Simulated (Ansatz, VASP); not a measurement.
## Ag in VASP and in Ansatz

```
Ag
1.0
    -1.65565    1.73322    1.73322
     1.65565   -1.57809    1.57809
     1.65565    1.57809   -1.57809
Ag
1
Cartesian
  0.0000 0.0000 0.0000
```

Change from the starting cell: strain +0.0937 x Voigt [0, 0, 0, 1, 0, 0], atoms carried along.

Alike in both runs: task single point; functional PBEsol; k mesh 20 × 20 × 20; occupations gaussian, width 0.15 eV; no spin polarisation.

```csv
,VASP,Ansatz
version,VASP 6.6.1,Ansatz 0.2.0
potentials or method,"VASP PAW PBE potentials, release 64 (Ag), cutoff 520 eV","scalar-relativistic, plane waves, PAW"
valence electrons in the cell,11,19
```

VASP gave:

* gap on the k mesh at the Fermi level (eV): none
* pressure (GPa): -6.4
* traceless stress, the component that is largest in VASP (GPa): -4.08

Problem. Which values does Ansatz return?

Solution. gap on the k mesh at the Fermi level (eV): none; pressure (GPa): -6.4; traceless stress, the component that is largest in VASP (GPa): -4.12.

VASP's potentials were made for PBE, not for PBEsol. A gap of «none» marks a metal or a gap that the smearing closes. The functional is the same, so the differences come from potentials, cutoffs and numerics. VASP's potentials hold 11 valence electrons a cell and Ansatz's 19, so a difference there can come from the potentials and not from the codes.
